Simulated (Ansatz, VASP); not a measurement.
CaO in VASP and in Ansatz

INCAR

```
ALGO = Normal ; EDIFF = 1E-6
ENCUT = 600 ; GGA = PE
GGA_COMPAT = F ; ISIF = 2
ISMEAR = 0 ; LASPH = T
LCHARG = F ; LREAL = F
LWAVE = F ; NBANDS = 15
NELM = 120 ; PREC = Accurate
SIGMA = 0.01
```

Contents of KPOINTS:

```
k-points
0
Gamma
  4 4 4
```

POSCAR

```
CaO
1.0
    0.0000000000      2.2734479300      2.2734479300
    2.2734479300      0.0000000000      2.2734479300
    2.2734479300      2.2734479300      0.0000000000
Ca O
1 1
Direct
    0.0000000000      0.0000000000      0.0000000000
    0.5000000000      0.5000000000      0.5000000000
```

Input for Ansatz:

```yaml
crystal:
  lattice:
    - [0.0, 2.27344793, 2.27344793]
    - [2.27344793, 0.0, 2.27344793]
    - [2.27344793, 2.27344793, 0.0]
  atoms:
    - { symbol: Ca, position: [0.0, 0.0, 0.0] }
    - { symbol: O, position: [0.5, 0.5, 0.5] }
basis:
  precision: f64
  xc_grid: 2
  ecutwfc: 700
  ecutrho_ratio: 4
kpoints:
  mp_grid: { grid: [4, 4, 4], shift: [0, 0, 0] }
hamiltonian:
  xc: pbe
  dispersion: none
  pseudopotentials:
    kind: paw
    azcp:
      Ca: "pseudopotentials/Ca.paw.azcp"
      O: "pseudopotentials/O.paw.azcp"
magnetization:
  spin_polarized: false
scf:
  lower_state_search: "off"
  max_iter: 200
  occupations: { method: fixed }
  convergence: { dr2_threshold: "1e-10 eV" }
output:
  forces: true
  stress: true
  eigenvalues: true
```

Alike in both runs: task single point; functional PBE; k mesh 4 × 4 × 4; no spin polarisation.

|  | VASP | Ansatz |
| --- | --- | --- |
| version | VASP 6.6.1 | Ansatz 0.2.0-dev |
| potentials or method | VASP PAW PBE potentials, release 64 (Ca_sv, O), cutoff 600 eV | hard PAW set made for 700 eV |
| occupations | gaussian, width 0.01 eV | fixed |

Ansatz gave:

- gap on the k mesh at the Fermi level (eV): 3.52

Task: What did VASP give for the same quantities?

Result: gap on the k mesh at the Fermi level (eV): 3.50.

The k mesh is coarse, so the values compare programs but aren't converged.
